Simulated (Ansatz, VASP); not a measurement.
Two plane-wave programs on Tl

The input INCAR:

```
PREC = Accurate
ENCUT = 520
EDIFF = 1E-6
ISMEAR = -1
SIGMA = 0.05
LREAL = F
LASPH = T
NELM = 60
ALGO = Fast
ISIF = 2
LWAVE = F
LCHARG = T
GGA = CA
LELF = T
LVHAR = T
NBANDS = 20
```

KPOINTS

```
Automatic mesh
0
Gamma
  9 9 5
```

Contents of POSCAR:

```
Tl
1.0
    3.5014788996      0.0000000000      0.0000000000
   -1.7507394498      3.0323696779      0.0000000000
    0.0000000000      0.0000000000      5.5977057061
Tl
2
Direct
    0.6666666667      0.3333333333      0.7500000000
    0.3333333333      0.6666666667      0.2500000000
```

Contents of input.yaml:

```yaml
crystal:
  lattice:
    - [3.5014788996, 0.0, 0.0]
    - [-1.7507394498, 3.0323696779, 0.0]
    - [0.0, 0.0, 5.5977057061]
  atoms:
    - { symbol: Tl, position: [0.6666666667, 0.3333333333, 0.75] }
    - { symbol: Tl, position: [0.3333333333, 0.6666666667, 0.25] }
hamiltonian:
  xc: lda
  pseudopotentials: { kind: paw }
kpoints:
  mp_grid: { grid: [9, 9, 5] }
scf:
  occupations: { method: fermi_dirac, width: 0.05 }
output:
  forces: true
  stress: true
  eigenvalues: true
```

Alike in both runs: task single point; functional LDA; k mesh 9 × 9 × 5; occupations fermi-dirac, width 0.05 eV; no spin polarisation.

|  | VASP | Ansatz |
| --- | --- | --- |
| version | VASP 6.6.1 | Ansatz 0.2.0 |
| potentials or method | VASP PAW LDA potentials, release 64 (Tl_d) | Ansatz PAW |
| plane-wave cutoff (eV) | 520 | 420 |
| valence electrons in the cell | 26 | 26 |

```tsv
	VASP	Ansatz	Ansatz less VASP
gap on the k mesh at the Fermi level (eV)	none	none	-
pressure (GPa)	-2.7	-2.7	-0.03
traceless stress, the component that is largest in VASP (GPa)	0.59	0.56	-0.031
```

LDA's correlation is that of Perdew and Zunger in VASP and of Perdew and Wang (1992) in Ansatz. A gap of «none» marks a metal or a gap that the smearing closes.

Spin-orbit coupling is off throughout.
